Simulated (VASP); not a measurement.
Wanted: the native input for a VASP 6.6.1 run.

- Task: single point
- Functional: r2SCAN
- Potentials or basis: VASP PAW PBE potentials, release 64 (As, H)
- Cutoff: 520 eV
- k mesh: 3 × 3 × 3, shifted
- Occupations: fermi-dirac, width 0.0478 eV
- Spin: no spin polarisation
- Dipole correction: no
- Further INCAR settings: LREAL = Auto; ALGO = Normal; EDIFF = 1e-06; NBANDS = 30

Crystal: AsH3.

```
CELL_PARAMETERS angstrom
6.30707 -0.06733 0.04415
-0.06733 6.38693 0.00596
0.04415 0.00596 6.34736
ATOMIC_POSITIONS crystal
As 0.25472 0.25496 0.25618
As 0.24848 0.74356 0.75336
As 0.75315 0.75525 0.25040
As 0.75085 0.24930 0.75143
H 0.18298 0.49755 0.00221
H 0.99866 0.68254 0.49857
H 0.81683 0.49869 0.00015
H 0.99722 0.31232 0.49751
H 0.00177 0.18303 0.49769
H 0.49428 0.99999 0.68336
H 0.00179 0.81133 0.49954
H 0.50315 0.00225 0.32099
H 0.31912 0.49663 0.00533
H 0.49302 0.99611 0.18118
H 0.68395 0.49365 0.99674
H 0.49126 0.99652 0.81355
```

The input as run:

POSCAR

```
AsH3
1.0
    6.3070720000     -0.0673320000      0.0441470000
   -0.0673320000      6.3869340000      0.0059550000
    0.0441470000      0.0059550000      6.3473600000
As H
4 12
Direct
    0.2547150000      0.2549610000      0.2561780000
    0.2484760000      0.7435580000      0.7533630000
    0.7531470000      0.7552460000      0.2503960000
    0.7508500000      0.2493050000      0.7514330000
    0.1829760000      0.4975530000      0.0022080000
    0.9986600000      0.6825450000      0.4985680000
    0.8168310000      0.4986950000      0.0001500000
    0.9972210000      0.3123190000      0.4975060000
    0.0017650000      0.1830310000      0.4976900000
    0.4942820000      0.9999890000      0.6833550000
    0.0017950000      0.8113340000      0.4995370000
    0.5031480000      0.0022520000      0.3209920000
    0.3191180000      0.4966340000      0.0053330000
    0.4930180000      0.9961070000      0.1811800000
    0.6839470000      0.4936540000      0.9967400000
    0.4912610000      0.9965190000      0.8135530000
```

INCAR.step1

```
SYSTEM = AsH3
PREC     = Accurate       ! precision mode
ENCUT    = 520            ! plane-wave cutoff, eV
ISMEAR   = -1             ! smearing method
SIGMA    = 0.0478         ! smearing width, eV
LREAL    = Auto         
LASPH    = .True.         ! aspherical terms in the spheres
NELM     = 100            ! most SCF steps
NBANDS   = 30             ! bands
GGA      = PE             ! functional
ALGO     = Normal         ! electronic algorithm
EDIFF    = 1E-4           ! SCF threshold, eV
LWAVE    = .True.         ! write WAVECAR
LCHARG   = .False.        ! write CHGCAR
```

INCAR.step2

```
SYSTEM = AsH3
PREC     = Accurate       ! precision mode
ENCUT    = 520            ! plane-wave cutoff, eV
EDIFF    = 1E-6           ! SCF threshold, eV
ISMEAR   = -1             ! smearing method
SIGMA    = 0.0478         ! smearing width, eV
LREAL    = Auto         
LASPH    = .True.         ! aspherical terms in the spheres
NELM     = 100            ! most SCF steps
ALGO     = Normal         ! electronic algorithm
ISIF     = 2              ! what is computed and relaxed
LWAVE    = .False.        ! write WAVECAR
LCHARG   = .False.        ! write CHGCAR
METAGGA  = R2SCAN         ! meta-GGA
LMIXTAU  = .True.       
NBANDS   = 30             ! bands
ISTART   = 1
```

KPOINTS

```
Automatic mesh
0
Gamma
  3 3 3
  0 0.5 0
```

Potentials or basis: VASP PAW PBE potentials, release 64 (As, H).

Command:

```bash
$ cat potpaw_PBE.64/As/POTCAR potpaw_PBE.64/H/POTCAR > POTCAR
$ cp INCAR.step1 INCAR
$ mpirun -np 1 vasp_std > vasp.out
$ cp INCAR.step2 INCAR
$ mpirun -np 1 vasp_std > vasp.out
```

It gave:

```json
{
  "Pressure": "-3.5 GPa",
  "Largest force": "1.660 eV/Å",
  "Band gap on the k mesh": "zero (bands 16 and 17 overlap by 0.14 eV)"
}
```

Caveat: the cell stands under tension; the PAW data sets were made with another functional, which shifts forces and pressure a little.

Run time: 7.9 min on 1 thread of Intel Xeon 8259CL, on a shared host, peak memory 0.36 GiB.
